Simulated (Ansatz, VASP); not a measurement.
## Be5ZnSe6 in VASP and in Ansatz

INCAR

```
PREC = Accurate ; ENCUT = 520
EDIFF = 1E-7 ; ISMEAR = 0
SIGMA = 0.1 ; LREAL = F
LASPH = T ; NELM = 80
ALGO = Normal ; ISIF = 2
LWAVE = F ; LCHARG = F
GGA = PE ; NBANDS = 41
```

KPOINTS

```
regular mesh
0
Gamma
  6 6 1
```

Contents of POSCAR:

```
Be5ZnSe6
1.0
    3.7313964900      0.0000000000      0.0000000000
   -1.8656982500      3.2314841600      0.0000000000
    0.0000000000      0.0000000000     18.2800348800
Be Zn Se
5 1 6
Direct
    0.0000000000      0.0000000000      0.0000000000
    0.6666666700      0.3333333300      0.6666666700
    0.0000000000      0.0000000000      0.5000000000
    0.3333333300      0.6666666700      0.3333333300
    0.6666666700      0.3333333300      0.1666666700
    0.3333333300      0.6666666700      0.8333333300
    0.3333333300      0.6666666700      0.9583333300
    0.6666666700      0.3333333300      0.7916666700
    0.0000000000      0.0000000000      0.6250000000
    0.3333333300      0.6666666700      0.4583333300
    0.6666666700      0.3333333300      0.2916666700
    0.0000000000      0.0000000000      0.1250000000
```

Input for Ansatz:

```yaml
crystal:
  lattice:
    - [3.73139649, 0.0, 0.0]
    - [-1.86569825, 3.23148416, 0.0]
    - [0.0, 0.0, 18.28003488]
  atoms:
    - { symbol: Be, position: [0.0, 0.0, 0.0] }
    - { symbol: Be, position: [0.66666667, 0.33333333, 0.66666667] }
    - { symbol: Be, position: [0.0, 0.0, 0.5] }
    - { symbol: Be, position: [0.33333333, 0.66666667, 0.33333333] }
    - { symbol: Be, position: [0.66666667, 0.33333333, 0.16666667] }
    - { symbol: Zn, position: [0.33333333, 0.66666667, 0.83333333] }
    - { symbol: Se, position: [0.33333333, 0.66666667, 0.95833333] }
    - { symbol: Se, position: [0.66666667, 0.33333333, 0.79166667] }
    - { symbol: Se, position: [0.0, 0.0, 0.625] }
    - { symbol: Se, position: [0.33333333, 0.66666667, 0.45833333] }
    - { symbol: Se, position: [0.66666667, 0.33333333, 0.29166667] }
    - { symbol: Se, position: [0.0, 0.0, 0.125] }
basis:
  ecutwfc: 420
kpoints:
  mp_grid: { grid: [6, 6, 1] }
hamiltonian:
  xc: pbe
scf:
  occupations: { method: gaussian, width: 0.1 }
  lower_state_search: "off"
output:
  forces: true
  stress: true
  eigenvalues: true
```

Alike in both runs: task single point; functional PBE; k mesh 6 × 6 × 1; occupations gaussian, width 0.1 eV; no spin polarisation.

```csv
,VASP,Ansatz
version,VASP 6.6.1,Ansatz 0.2.0
potentials or method,"VASP PAW PBE potentials, release 64 (Be, Zn, Se), cutoff 520 eV","scalar-relativistic, plane waves, PAW"
valence electrons in the cell,58,118
```

VASP gave:

- gap on the k mesh at the Fermi level (eV): 2.48
- least direct gap on the mesh (eV): 3.24
- pressure (GPa): 1.1
- traceless stress, the component that is largest in VASP (GPa): -0.10
- rms of the force components (eV/Å): 0.479

Which values does Ansatz return?

gap on the k mesh at the Fermi level (eV): 2.49; least direct gap on the mesh (eV): 3.23; pressure (GPa): 0.9; traceless stress, the component that is largest in VASP (GPa): -0.10; rms of the force components (eV/Å): 0.473.

Atom by atom the forces differ by 0.006 eV/Å (rms over components). The functional is the same, so the differences come from potentials, cutoffs and numerics. VASP's potentials hold 58 valence electrons a cell and Ansatz's 118, so a difference there can come from the potentials and not from the codes.
